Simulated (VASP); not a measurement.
# Na3La2P3 (R32) in VASP: further runs

The runs below take Na3La2P3 through single point, relaxation of cell and atoms, with PBE.

Everything below comes from runs of VASP 6.6.1. Logs are shortened: lines on timing, memory, paths and dates and some standing lists are left out, and cuts for length are marked.

### Step 1. The cell of the first run

It takes space group R32 (No. 155, trigonal). The conventional cell has a = 7.732 Å, b = 7.732 Å, c = 10.892 Å, α = 90.00°, β = 90.00°, γ = 120.00°. Na (site symmetry 2) has 4 Na at 2.87 to 3.96 Å and 6 P at 2.88 to 3.86 Å and 4 La at 3.14 to 3.86 Å within 4.0 Å. Within 4.1 Å of La (site symmetry 3) lie 6 P at 3.08 to 3.16 Å and 6 Na at 3.14 to 3.86 Å and 1 La at 3.92 Å. P (site symmetry 2) has 6 Na at 2.88 to 3.86 Å and 4 La at 3.08 to 3.16 Å and 2 P at 3.65 Å within 3.9 Å.

The cell was built from a structure type or drawn by symmetry, and may not be a known phase.

### Step 2. Single point, PBE

File INCAR:

```
PREC = Accurate ; ENCUT = 520
EDIFF = 1E-6 ; ISMEAR = 0
SIGMA = 0.1 ; LREAL = False
LASPH = True ; NELM = 100
ALGO = Normal ; ISIF = 2
LWAVE = False ; LCHARG = False
GGA = PE ; NBANDS = 39
```

File KPOINTS:

```
Automatic mesh
0
Gamma
  6 6 6
```

File POSCAR:

```
Na3La2P3
1.0
    3.8657999437      2.2319206381      3.6307187458
   -3.8657999437      2.2319206381      3.6307187458
    0.0000000000     -4.4638412762      3.6307187458
Na La P
3 2 3
Direct
    0.7145540593      0.2854459407      0.5000000000
    0.2854459407      0.5000000000      0.7145540593
    0.5000000000      0.7145540593      0.2854459407
    0.1797836431      0.1797836431      0.1797836431
    0.8202163569      0.8202163569      0.8202163569
    0.6919322984      0.3080677016      0.0000000000
    0.3080677016      0.0000000000      0.6919322984
    0.0000000000      0.6919322984      0.3080677016
```

Potentials or basis: VASP PAW PBE potentials, release 64 (Na_pv, La, P).

Launch:

```
> cat potpaw_PBE.64/Na_pv/POTCAR potpaw_PBE.64/La/POTCAR potpaw_PBE.64/P/POTCAR > POTCAR
> mpirun -np 1 vasp_std > vasp.out
```

OUTCAR:

```text
PREC = Accurate
   ENCUT = 520
   EDIFF = 1E-6
   ISMEAR = 0
   LREAL = False
   LASPH = True
   NELM = 100
   ISIF = 2
   GGA = PE

 ion  position               nearest neighbor table
   1  0.715  0.285  0.500-   4 3.14   5 3.14
   2  0.285  0.500  0.715-   4 3.14   5 3.14
   3  0.500  0.715  0.285-   5 3.14   4 3.14
   4  0.180  0.180  0.180-   7 3.08   8 3.08   6 3.08   2 3.14   1 3.14   3 3.14   7 3.16   6 3.16
                             8 3.16
   5  0.820  0.820  0.820-   7 3.08   8 3.08   6 3.08   3 3.14   1 3.14   2 3.14   8 3.16   6 3.16
                             7 3.16
   6  0.692  0.308  0.000-   4 3.08   5 3.08   5 3.16   4 3.16
   7  0.308  0.000  0.692-   4 3.08   5 3.08   4 3.16   5 3.16
   8  0.000  0.692  0.308-   4 3.08   5 3.08   5 3.16   4 3.16

  LATTYP: Found a trigonal (rhomboedric) cell.
 ALAT       =     5.7539549486
 COS(alpha) =     0.0972326743

  Lattice vectors:

 A1 = (   3.8657999437,   2.2319206381,   3.6307187458)
 A2 = (  -3.8657999437,   2.2319206381,   3.6307187458)
 A3 = (   0.0000000000,  -4.4638412762,   3.6307187458)

Analysis of symmetry for initial positions (statically):
=====================================================================
 Subroutine PRICEL returns:
 Original cell was already a primitive cell.

 Routine SETGRP: Setting up the symmetry group for a
 trigonal (rhombohedral) supercell.

 Subroutine GETGRP returns: Found  6 space group operations
 (whereof  6 operations were pure point group operations)
 out of a pool of 12 trial point group operations.

The static configuration has the point symmetry D_3 .

Analysis of symmetry for dynamics (positions and initial velocities):
=====================================================================
 Subroutine PRICEL returns:
 Original cell was already a primitive cell.

 Routine SETGRP: Setting up the symmetry group for a
 trigonal (rhombohedral) supercell.

 Subroutine GETGRP returns: Found  6 space group operations
 (whereof  6 operations were pure point group operations)
 out of a pool of 12 trial point group operations.

The dynamic configuration has the point symmetry D_3 .

 Subroutine INISYM returns: Found  6 space group operations
 (whereof  6 operations are pure point group operations),
 and found     1 'primitive' translations

----------------------------------------------------------------------------------------

                                     Primitive cell

  volume of cell :     187.9585

  direct lattice vectors                    reciprocal lattice vectors
     3.865799944  2.231920638  3.630718746     0.129339337  0.074674101  0.091809186
    -3.865799944  2.231920638  3.630718746    -0.129339337  0.074674101  0.091809186
     0.000000000 -4.463841276  3.630718746     0.000000000 -0.149348202  0.091809186

  length of vectors
     5.753954949  5.753954949  5.753954949     0.175310616  0.175310616  0.175310616

  position of ions in fractional coordinates (direct lattice)
     0.714554059  0.285445941  0.500000000
     0.285445941  0.500000000  0.714554059
     0.500000000  0.714554059  0.285445941
     0.179783643  0.179783643  0.179783643
     0.820216357  0.820216357  0.820216357
     0.691932298  0.308067702  0.000000000
     0.308067702  0.000000000  0.691932298
     0.000000000  0.691932298  0.308067702

  ion indices of the primitive-cell ions
   primitive index   ion index
                 1           1
                 2           2
                 3           3
                 4           4
                 5           5
                 6           6
                 7           7
                 8           8

----------------------------------------------------------------------------------------

 KPOINTS: Automatic mesh

Automatic generation of k-mesh.
 Grid dimensions read from file:
 generate k-points for:    6    6    6

 Generating k-lattice:

  Cartesian coordinates                     Fractional coordinates (reciprocal lattice)
     0.021556556  0.012445683  0.015301531     0.166666667  0.000000000  0.000000000
    -0.021556556  0.012445683  0.015301531     0.000000000  0.166666667  0.000000000
     0.000000000 -0.024891367  0.015301531     0.000000000  0.000000000  0.166666667

  Length of vectors
     0.029218436  0.029218436  0.029218436

  Shift w.r.t. Gamma in fractional coordinates (k-lattice)
     0.000000000  0.000000000  0.000000000

 Subroutine IBZKPT returns following result:
 ===========================================

 Found     32 irreducible k-points:

 Following reciprocal coordinates:
            Coordinates               Weight
  0.000000  0.000000  0.000000      1.000000
  0.166667  0.000000  0.000000      6.000000
  0.333333  0.000000 -0.000000      6.000000
  0.500000 -0.000000 -0.000000      3.000000
  0.166667  0.166667  0.000000      6.000000
  0.333333  0.166667 -0.000000     12.000000
[... 16 lines left out ...]
  0.500000  0.500000  0.166667      6.000000
 -0.333333  0.500000  0.166667     12.000000
 [... further k-points ...]
   k-points           NKPTS =     32   k-points in BZ     NKDIM =     32   number of bands    NBANDS=     39
   number of dos      NEDOS =    301   number of ions     NIONS =      8
   total plane-waves  NPLWV = 110592
   dimension x,y,z NGX =    48 NGY =   48 NGZ =   48
   dimension x,y,z NGXF=    96 NGYF=   96 NGZF=   96
   ions per type =               3   2   3
   NGX,Y,Z   is equivalent  to a cutoff of  13.87, 13.87, 13.87 a.u.
   NGXF,Y,Z  is equivalent  to a cutoff of  27.74, 27.74, 27.74 a.u.
 SYSTEM =  unknown system
   PREC   = accura    normal or accurate (medium, high low for compatibility)
   ISTART =      0    job   : 0-new  1-cont  2-samecut
   ICHARG =      2    charge: 1-file 2-atom 10-const
   ISPIN  =      1    spin polarized calculation?
   LNONCOLLINEAR =      F non collinear calculations
   LSORBIT =      F    spin-orbit coupling
   LASPH  =      T    aspherical Exc in radial PAW
   ENCUT  =  520.0 eV  38.22 Ry    6.18 a.u.  10.70 10.70 10.70*2*pi/ulx,y,z
   NELM   =    100;   NELMIN=  2; NELMDL= -5     # of ELM steps
   EDIFF  = 0.1E-05   stopping-criterion for ELM
   LREAL  =      F    real-space projection
   EDIFFG = 0.1E-04   stopping-criterion for IOM
   NSW    =      0    number of steps for IOM
   IBRION =     -1    ionic relax: 0-MD 1-quasi-New 2-CG
   NFREE  =      0    steps in history (QN), initial steepest desc. (CG)
   ISIF   =      2    stress and relaxation
   ISYM   =      2    0-nonsym 1-usesym 2-fastsym
   POTIM  = 0.5000    time-step for ionic-motion
   TEBEG  =    0.0;   TEEND  =   0.0 temperature during run
   PSTRESS=    0.0 pullay stress
   NELECT =      58.0000    total number of electrons
   NUPDOWN=      -1.0000    fix difference up-down
   EMIN   =  10.00;   EMAX   =-10.00  energy-range for DOS
   EFERMI =   0.00;   METHOD = LEGACY
   ISMEAR =     0;   SIGMA  =   0.10  broadening in eV -4-tet -1-fermi 0-gaus
   EFERMI_NEDOS =   21; number of points for ismear=-14 and -15
   IALGO  =     38    algorithm
   IMIX   =      4    mixing-type and parameters
     AMIX     =   0.40;   BMIX     =  1.00
     AMIX_MAG =   1.60;   BMIX_MAG =  1.00
  volume/ion in A,a.u.               =      23.49       158.55
  Fermi-wavevector in a.u.,A,eV,Ry     =   1.106276  2.090559 16.651445  1.223847
  Thomas-Fermi vector in A             =   2.242775
   LORBIT       =      0    0 simple, 1 ext, 2 COOP (PROOUT), +10 PAW based schemes
   GGA     = PE    functional components
   LHFCALC =     F    Hartree Fock is set to
   AEXX    =    0.0000 exact exchange contribution
   IVDW    =     0    specifies the selected vdW correction
   LEPSILON=     F    determine dielectric tensor
   LRPA    =     F    only Hartree local field effects (RPA)
 non-spin polarized calculation
 Gauss-broadening in eV      SIGMA  =   0.10
  energy-cutoff  :      520.00
  volume of cell :      187.96
 maximum number of plane-waves:      5090
 NGX is ok and might be reduce to    48
   NGX = 21   NGY = 21   NGZ = 21

 number of electron      58.0000004 magnetization

 Free energy of the ion-electron system (eV)
  ---------------------------------------------------
  ext. energy  EPLUGINS =         0.00000000
  ---------------------------------------------------
  free energy    TOTEN  =       -34.92265006 eV

  energy without entropy =      -34.91751070  energy(sigma->0) =      -34.92008038

 E-fermi :   5.7176     XC(G=0):  -9.2873

 val. band max:        5.6114914180   @ k =  -0.3333   0.1667   0.1667
 cond. band min:       5.7518054801   @ k =  -0.1667   0.1667   0.0000
 fundamental gap:      0.1403140621
 Fermi energy:         5.7176192957

 k-point     1 :       0.0000    0.0000    0.0000
  band No.  band energies     occupation
      1     -27.2929      2.00000
      2     -27.2601      2.00000
      3     -19.3340      2.00000
      4     -19.2216      2.00000
      5     -19.2216      2.00000
      6     -19.1063      2.00000
[... 31 lines left out ...]
     38       7.4691      0.00000
     39       7.4772      0.00000

 k-point     2 :       0.1667    0.0000    0.0000
  band No.  band energies     occupation
      1     -27.2918      2.00000
      2     -27.2610      2.00000
      3     -19.3346      2.00000
      4     -19.2212      2.00000
      5     -19.2210      2.00000
      6     -19.1065      2.00000
[... 31 lines left out ...]
     38       7.4735      0.00000
     39       7.5013      0.00000

 k-point     3 :       0.3333    0.0000   -0.0000
  band No.  band energies     occupation
      1     -27.2894      2.00000
      2     -27.2631      2.00000
      3     -19.3358      2.00000
      4     -19.2206      2.00000
      5     -19.2198      2.00000
      6     -19.1063      2.00000
[... 832 lines left out ...]
 k-point    23 :       0.5000    0.5000    0.1667
  band No.  band energies     occupation
      1     -27.2828      2.00000
      2     -27.2689      2.00000
      3     -19.3351      2.00000
      4     -19.2204      2.00000
      5     -19.2202      2.00000
      6     -19.1062      2.00000
[... 31 lines left out ...]
     38       7.4991      0.00000
     39       7.5233      0.00000

 k-point    24 :      -0.3333    0.5000    0.1667
  band No.  band energies     occupation
      1     -27.2838      2.00000
      2     -27.2680      2.00000
      3     -19.3359      2.00000
      4     -19.2199      2.00000
      5     -19.2197      2.00000
      6     -19.1057      2.00000
[... 31 lines left out ...]
     38       7.4971      0.00000
     39       7.5236      0.00000

 [... further k-points ...]

------------------------ aborting loop because EDIFF is reached ----------------------------------------

  FORCE on cell =-STRESS in cart. coord.  units (eV):
  Direction    XX          YY          ZZ          XY          YZ          ZX
  --------------------------------------------------------------------------------------
  -------------------------------------------------------------------------------------
  Total       -0.0344505     -0.0344505     -0.0644385     -0.0000000      0.0000000      0.0000000
  in kB       -0.2936597     -0.2936597     -0.5492807     -0.0000000      0.0000000      0.0000000
  external PRESSURE =      -0.3788667 kB  Pullay stress =       0.0000000 kB

 VOLUME and BASIS-vectors are now :
 -----------------------------------------------------------------------------
  energy-cutoff  :      520.00
  volume of cell :      187.96
      direct lattice vectors                 reciprocal lattice vectors
     3.865799944  2.231920638  3.630718746     0.129339337  0.074674101  0.091809186
    -3.865799944  2.231920638  3.630718746    -0.129339337  0.074674101  0.091809186
     0.000000000 -4.463841276  3.630718746     0.000000000 -0.149348202  0.091809186

 POSITION                                       TOTAL-FORCE (eV/Angst)
 -----------------------------------------------------------------------------------
      1.65885      0.00000      5.44608         0.001426     -0.000000     -0.000000
     -0.82942     -1.43660      5.44608        -0.000713     -0.001235     -0.000000
     -0.82942      1.43660      5.44608        -0.000713      0.001235     -0.000000
      0.00000      0.00000      1.95823        -0.000000      0.000000     -0.002911
      0.00000      0.00000      8.93392        -0.000000      0.000000      0.002911
      1.48394      2.23192      3.63072         0.003894      0.000000     -0.000000
      1.19093     -2.40109      3.63072        -0.001947     -0.003372     -0.000000
     -2.67487      0.16917      3.63072        -0.001947      0.003372     -0.000000
 -----------------------------------------------------------------------------------
    total drift:                               -0.000000     -0.000000      0.000000

  FREE ENERGIE OF THE ION-ELECTRON SYSTEM (eV)
  ---------------------------------------------------
  free  energy   TOTEN  =       -34.9226500579 eV

  energy  without entropy=      -34.9175107027  energy(sigma->0) =      -34.92008038
```

It took 7.5 min on 1 thread of Intel Xeon 8259CL, shared host; peak memory 0.46 GiB.

What came out:

```yaml
Free_energy: -34.9227 eV
Pressure: 0.0 GPa
Largest_force: 0.004 eV/Å
Band_gap_on_the_k_mesh: zero (bands 29 and 30 overlap by 0.25 eV)
```

Forces in eV/Å, atoms in the order of the input:
```
Na   0.001  0.000  0.000
Na  -0.001 -0.001  0.000
Na  -0.001  0.001  0.000
La   0.000  0.000 -0.003
La   0.000  0.000  0.003
P    0.004  0.000  0.000
P   -0.002 -0.003  0.000
P   -0.002  0.003  0.000
```

Levels at points of the mesh, in eV from the Fermi level:
```csv
k point,band 26,band 27,band 28,band 29,band 30,band 31,band 32,band 33
"(0.00, 0.00, 0.00)",-1.72,-1.72,-1.69,0.10,0.22,0.70,1.48,1.48
"(0.50, 0.00, 0.00)",-1.65,-1.41,-1.38,-0.85,0.42,0.99,1.44,1.54
"(0.50, 0.50, 0.00)",-1.68,-1.52,-1.28,-0.35,-0.15,1.03,1.09,1.63
"(0.50, 0.50, 0.50)",-1.46,-1.46,-1.03,-1.03,0.71,0.71,1.39,1.46
```

Caveat: spin-orbit coupling is left out, which moves the levels of the heavy elements.

(Continued in part 2 of 2.)
